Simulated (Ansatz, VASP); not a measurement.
SnO3: VASP beside Ansatz

```
Sn O
1.0
    -2.21408    2.21408    2.21408
     2.21408   -2.21408    2.21408
     2.21408    2.21408   -2.21408
Sn O
1 3
Direct
  0.00000 0.00000 0.00000
  0.00000 0.50000 0.50000
  0.50000 0.00000 0.50000
  0.50000 0.50000 0.00000
```

Alike in both runs: functional PBE; k mesh 6 × 6 × 6; occupations gaussian, width 0.2 eV; no spin polarisation.

Ansatz relaxed the structure, and its values are those at the end. VASP's run is a single point on that final structure, the one shown.

|  | VASP | Ansatz |
| --- | --- | --- |
| version | VASP 6.6.1 | Ansatz 0.2.0 |
| potentials or method | VASP PAW PBE potentials, release 64 (Sn_d, O), cutoff 600 eV | scalar-relativistic, plane waves, PAW |
| valence electrons in the cell | 32 | 32 |

```csv
,VASP,Ansatz,Ansatz less VASP
gap on the k mesh at the Fermi level (eV),none,none,-
pressure (GPa),-0.4,-0.5,-0.04
```

A gap of «none» marks a metal or a gap that the smearing closes.
